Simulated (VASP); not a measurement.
# KTaO3 (Pm-3m) in VASP: dielectric tensor with PBE

Aim: the dielectric tensor of KTaO3 with PBE.

All numbers are computed with VASP 6.6.1; they aren't measurements. Logs are shortened: lines on timing, memory, paths and dates and some standing lists are left out, and cuts for length are marked.

### Step 1. The cell of the first run

The structure is cubic, space group Pm-3m (No. 221). The conventional cell has a = 3.988 Å, b = 3.988 Å, c = 3.988 Å, α = 90.00°, β = 90.00°, γ = 90.00°. K (site symmetry m-3m) has 12 O at 2.82 Å and 8 Ta at 3.45 Å within 3.7 Å. Ta (site symmetry m-3m) has 6 O at 1.99 Å within 2.6 Å. Within 2.6 Å of O (site symmetry 4/mmm) lie 2 Ta at 1.99 Å.

### Step 2. Dielectric tensor, PBE

Contents of INCAR:

```
ALGO = Normal
EDIFF = 1E-8
ENCUT = 520
GGA = PE
ISIF = 2
ISMEAR = 0
LASPH = T
LCHARG = F
LEPSILON = T
LREAL = F
LWAVE = F
NELM = 100
PREC = Accurate
SIGMA = 0.01
```

Contents of KPOINTS:

```
k-points
0
Gamma
  5 5 5
```

Contents of POSCAR:

```
KTaO3
1.0
    3.9883000000      0.0000000000      0.0000000000
    0.0000000000      3.9883000000      0.0000000000
    0.0000000000      0.0000000000      3.9883000000
K Ta O
1 1 3
Direct
    0.5000000000      0.5000000000      0.5000000000
    0.0000000000      0.0000000000      0.0000000000
    0.5000000000      0.0000000000      0.0000000000
    0.0000000000      0.5000000000      0.0000000000
    0.0000000000      0.0000000000      0.5000000000
```

Potentials or basis: VASP PAW PBE potentials, release 64 (K_sv, Ta_pv, O).

The run is started by

```console
$ cat potpaw_PBE.64/K_sv/POTCAR potpaw_PBE.64/Ta_pv/POTCAR potpaw_PBE.64/O/POTCAR > POTCAR
$ mpirun -np 1 vasp_std > vasp.out
```

OUTCAR:

```text
EDIFF = 1E-8
   ENCUT = 520
   GGA = PE
   ISIF = 2
   ISMEAR = 0
   LASPH = T
   LEPSILON = T
   LREAL = F
   NELM = 100
   PREC = Accurate

 ion  position               nearest neighbor table
   1  0.500  0.500  0.500-   3 2.82   4 2.82   5 2.82   3 2.82   4 2.82   3 2.82   5 2.82   3 2.82
                             4 2.82   5 2.82   4 2.82   5 2.82   2 3.45   2 3.45   2 3.45   2 3.45
   2  0.000  0.000  0.000-   3 1.99   4 1.99   5 1.99   5 1.99   4 1.99   3 1.99   1 3.45   1 3.45
                             1 3.45   1 3.45   1 3.45   1 3.45   1 3.45   1 3.45
   3  0.500  0.000  0.000-   2 1.99   2 1.99   1 2.82   1 2.82   1 2.82   1 2.82
   4  0.000  0.500  0.000-   2 1.99   2 1.99   1 2.82   1 2.82   1 2.82   1 2.82
   5  0.000  0.000  0.500-   2 1.99   2 1.99   1 2.82   1 2.82   1 2.82   1 2.82

  LATTYP: Found a simple cubic cell.
 ALAT       =     3.9883000000

  Lattice vectors:

 A1 = (   3.9883000000,   0.0000000000,   0.0000000000)
 A2 = (   0.0000000000,   3.9883000000,   0.0000000000)
 A3 = (   0.0000000000,   0.0000000000,   3.9883000000)

Analysis of symmetry for initial positions (statically):
=====================================================================
 Subroutine PRICEL returns:
 Original cell was already a primitive cell.

 Routine SETGRP: Setting up the symmetry group for a
 simple cubic supercell.

 Subroutine GETGRP returns: Found 48 space group operations
[... 9 lines left out ...]

 Routine SETGRP: Setting up the symmetry group for a
 simple cubic supercell.

 Subroutine GETGRP returns: Found 48 space group operations
[... 11 lines left out ...]
                                     Primitive cell

  volume of cell :      63.4400

  direct lattice vectors                    reciprocal lattice vectors
     3.988300000  0.000000000  0.000000000     0.250733395  0.000000000  0.000000000
     0.000000000  3.988300000  0.000000000     0.000000000  0.250733395  0.000000000
     0.000000000  0.000000000  3.988300000     0.000000000  0.000000000  0.250733395

  length of vectors
     3.988300000  3.988300000  3.988300000     0.250733395  0.250733395  0.250733395

  position of ions in fractional coordinates (direct lattice)
     0.500000000  0.500000000  0.500000000
     0.000000000  0.000000000  0.000000000
     0.500000000  0.000000000  0.000000000
     0.000000000  0.500000000  0.000000000
     0.000000000  0.000000000  0.500000000

  ion indices of the primitive-cell ions
   primitive index   ion index
                 1           1
                 2           2
[... 394 lines left out ...]
 -----------------------------------------------------------------------------------
    total drift:                                0.000000     -0.000000      0.000000

  FREE ENERGIE OF THE ION-ELECTRON SYSTEM (eV)
  ---------------------------------------------------
  free  energy   TOTEN  =       -41.0249415621 eV

  energy  without entropy=      -41.0249415621  energy(sigma->0) =      -41.02494156

 HEAD OF MICROSCOPIC STATIC DIELECTRIC TENSOR (INDEPENDENT PARTICLE, excluding Hartree and local field effects)
 ------------------------------------------------------
           5.703694     0.000000     0.000000
           0.000000     5.703694    -0.000000
           0.000000    -0.000000     5.703694
 ------------------------------------------------------

 Free energy of the ion-electron system (eV)
  ---------------------------------------------------
  ---------------------------------------------------
  free energy    TOTEN  =        -0.85379892 eV

  energy without entropy =       -0.85379892

------------------------ aborting loop because EDIFF is reached ----------------------------------------

--------------------------------------- Ionic step        2  -------------------------------------------

------------------------ aborting loop because EDIFF is reached ----------------------------------------

--------------------------------------- Ionic step        3  -------------------------------------------

 Free energy of the ion-electron system (eV)
  ---------------------------------------------------
  ---------------------------------------------------
  free energy    TOTEN  =        -0.85379695 eV

  energy without entropy =       -0.85379695

------------------------ aborting loop because EDIFF is reached ----------------------------------------

 PIEZOELECTRIC TENSOR FIELD DIRECTION 3  (e Angst)
 -----------------------------------------------------------------------------
     0.00462  0.00000  0.00000           ( -0.00003  0.00000  0.00000)
     0.00000  0.00462  0.00000           (  0.00000 -0.00003  0.00000)
     0.00000  0.00000 -0.00917           (  0.00000  0.00000 -0.00001)

 PIEZOELECTRIC TENSOR FIELD DIRECTION 3  (C/m^2)
 -----------------------------------------------------------------------------
     0.00117  0.00000  0.00000
     0.00000  0.00117  0.00000
     0.00000  0.00000 -0.00232

 MACROSCOPIC STATIC DIELECTRIC TENSOR (including local field effects in DFT)
 ------------------------------------------------------
           5.588290     0.000000    -0.000000
           0.000000     5.588290    -0.000000
           0.000000     0.000000     5.588290
 ------------------------------------------------------

 PIEZOELECTRIC TENSOR (including local field effects)  for field in x, y, z        (e  Angst)
          XX          YY          ZZ          XY          YZ          ZX
  --------------------------------------------------------------------------------
  x     0.00000     0.00000     0.00000     0.00000     0.00000     0.00000
  y     0.00000     0.00000     0.00000     0.00000     0.00000     0.00000
  z     0.00000     0.00000     0.00000     0.00000     0.00000     0.00000

 PIEZOELECTRIC TENSOR (including local field effects)  for field in x, y, z        (C/m^2)
          XX          YY          ZZ          XY          YZ          ZX
  --------------------------------------------------------------------------------
  x     0.00000     0.00000     0.00000     0.00000     0.00000     0.00000
  y     0.00000     0.00000     0.00000     0.00000     0.00000     0.00000
  z     0.00000     0.00000     0.00000     0.00000     0.00000     0.00000

 BORN EFFECTIVE CHARGES (including local field effects) (in |e|, cummulative output)
 ---------------------------------------------------------------------------------
 ion    1
    1     1.16847     0.00000     0.00000
    2    -0.00000     1.16847    -0.00000
    3     0.00000    -0.00000     1.16847
 ion    2
    1     8.93122    -0.00000    -0.00000
    2    -0.00000     8.93122     0.00000
    3    -0.00000     0.00000     8.93122
 ion    3
    1    -6.71149    -0.00000    -0.00000
    2     0.00000    -1.69410     0.00000
    3    -0.00000    -0.00000    -1.69410
 ion    4
    1    -1.69410     0.00000     0.00000
    2    -0.00000    -6.71149    -0.00000
    3    -0.00000    -0.00000    -1.69410
 ion    5
    1    -1.69410     0.00000     0.00000
    2     0.00000    -1.69410     0.00000
    3     0.00000    -0.00000    -6.71149
```

OSZICAR:

```text
N       E                     dE             d eps       ncg     rms          rms(c)
DAV:   1     0.336705623282E+03    0.33671E+03   -0.21291E+04   460   0.165E+03
DAV:   2    -0.306973885310E+02   -0.36740E+03   -0.35762E+03   567   0.454E+02
[... 12 lines left out ...]
RMM:  18    -0.853787870189E+00   -0.43285E-06   -0.22460E-05  1646   0.533E-03    0.195E-03
RMM:  19    -0.853792004518E+00   -0.41343E-05    0.61990E-06  1635   0.532E-03    0.122E-03
RMM:  20    -0.853794690471E+00   -0.26860E-05   -0.19183E-05  1630   0.520E-03    0.674E-04
RMM:  21    -0.853796538714E+00   -0.18482E-05   -0.23117E-05  1615   0.512E-03    0.201E-04
RMM:  22    -0.853796377533E+00    0.16118E-06   -0.26992E-05  1409   0.500E-03    0.175E-04
RMM:  23    -0.853796624646E+00   -0.24711E-06   -0.15386E-05  1190   0.497E-03    0.172E-04
RMM:  24    -0.853796954667E+00   -0.33002E-06   -0.67072E-05  1138   0.493E-03    0.171E-04
```

Wall time 4.4 min (1 thread of Intel Xeon Platinum 8559C (Emerald Rapids), shared host); peak memory 0.23 GiB.

Results:

- Band gap on the k mesh: 2.28 eV, indirect (least direct gap 2.79 eV)
- Electronic dielectric tensor (diagonal): 5.59
- Born charges (mean of the diagonal): K +1.17; Ta +8.93; O -3.37 e

Electronic dielectric tensor:
```
5.59 0.00 0.00
0.00 5.59 0.00
0.00 0.00 5.59
```

Born effective charge tensors (e):
atom 1, K
```
1.17 0.00 0.00
0.00 1.17 0.00
0.00 0.00 1.17
```
atom 2, Ta
```
8.93 0.00 0.00
0.00 8.93 0.00
0.00 0.00 8.93
```
atom 3, O
```
-6.71  0.00  0.00
 0.00 -1.69  0.00
 0.00  0.00 -1.69
```
atom 4, O
```
-1.69  0.00  0.00
 0.00 -6.71  0.00
 0.00  0.00 -1.69
```
atom 5, O
```
-1.69  0.00  0.00
 0.00 -1.69  0.00
 0.00  0.00 -6.71
```

Caveat: spin-orbit coupling is left out, which moves the levels of the heavy elements. A k mesh can miss the band edges.
